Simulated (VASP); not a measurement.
Si9Cl2O16: single point with PBEsol

Si9Cl2O16, a slab with vacuum:

```xyz
27
Lattice="5.8464 0.0000 0.0000 0.0000 5.3080 0.0000 0.0000 0.0000 15.7098" Properties=species:S:1:pos:R:3 pbc="T T T"
Si    0.0000    0.0000    1.0000
Si    2.9232    1.3270    1.0000
Si    2.9555    0.0088    4.1806
Si   -0.0015    1.3633    4.0218
Si    0.0000    2.6540    1.0000
Si    2.9232    3.9810    1.0000
Si    2.9448    2.6566    4.4835
Si   -0.0049    3.9352    4.0258
Si    4.6652    5.3792    6.5967
O     0.0296   -0.0037    2.8036
O     1.1365    1.3270    1.0000
O     2.9062   -0.0013    2.0688
O     4.7098    1.3270    1.0000
O     3.2031    0.0630    5.8739
O     4.0528    1.3509    3.8821
O    -0.1150   -0.0296    5.2020
O     1.7992    1.3114    4.0568
O     0.0473    2.6558    2.7198
O     1.1365    3.9810    1.0000
O     2.9076    2.6547    1.9649
O     4.7098    3.9810    1.0000
O     3.0707    2.6017    6.0700
O     4.0441    3.9595    3.9084
O    -0.0199    2.6492    5.0638
O     1.8037    4.0026    4.0826
Cl    5.7223    6.7264    7.6587
Cl    4.4685    4.0264    8.0815
```

```yaml
Program: VASP 6.6.1
Task: single point
Functional: PBEsol
Potentials_or_basis: VASP PAW PBE potentials, release 64 (Si, O, Cl)
Cutoff: 520 eV
k_mesh: 2 × 2 × 1
Occupations: fermi-dirac, width 0.05 eV
Spin: no spin polarisation
```

| Item | Value |
| --- | --- |
| Largest force | 5.802 eV/Å |
| Band gap on the k mesh | zero (bands 73 and 74 overlap by 0.25 eV) |

Forces in eV/Å, atoms in the order of the input:
```
Si   0.162 -0.008  5.800
Si  -0.082 -1.629 -0.175
Si  -0.034 -0.007 -0.096
Si   0.023 -0.075 -0.068
Si   0.165  0.009  5.503
Si  -0.088  1.629 -0.206
Si  -0.041  0.006 -0.242
Si   0.022  0.079 -0.070
Si   0.110  0.008  0.174
O    0.003  0.001  0.037
O   -1.694 -0.220 -2.948
O   -0.007  0.004  0.101
O    1.618 -0.147 -2.660
O   -0.078  0.005 -0.016
O    0.022  0.015  0.009
O   -0.005 -0.002 -0.007
O   -0.018  0.018  0.002
O    0.001 -0.001  0.059
O   -1.684  0.220 -2.977
O   -0.002 -0.002  0.106
O    1.603  0.146 -2.679
O    0.030 -0.013  0.241
O    0.023 -0.012  0.007
O   -0.011  0.001  0.153
O   -0.024 -0.019 -0.003
Cl  -0.020 -0.023 -0.019
Cl   0.006  0.019 -0.027
```

Levels at points of the mesh, in eV from the Fermi level:
```
           k point  band 70  band 71  band 72  band 73  band 74  band 75
(0.00, 0.00, 0.00)    -0.94    -0.49    -0.18     0.03     0.06     0.58
(0.50, 0.00, 0.00)    -0.61    -0.47    -0.29     0.02     0.36     0.82
(0.00, 0.50, 0.00)    -0.80    -0.60    -0.42    -0.30    -0.22     0.70
(0.50, 0.50, 0.00)    -0.80    -0.49    -0.19    -0.11     0.08     0.55
```

Run time: 4.5 min on 1 thread of Intel(R) Xeon(R) 6975P-C (Granite Rapids) (shared host), peak memory 0.53 GiB.

Caveat: the k points lie up to 0.59 Å⁻¹ apart; the PAW data sets were made with another functional, which shifts forces and pressure a little.
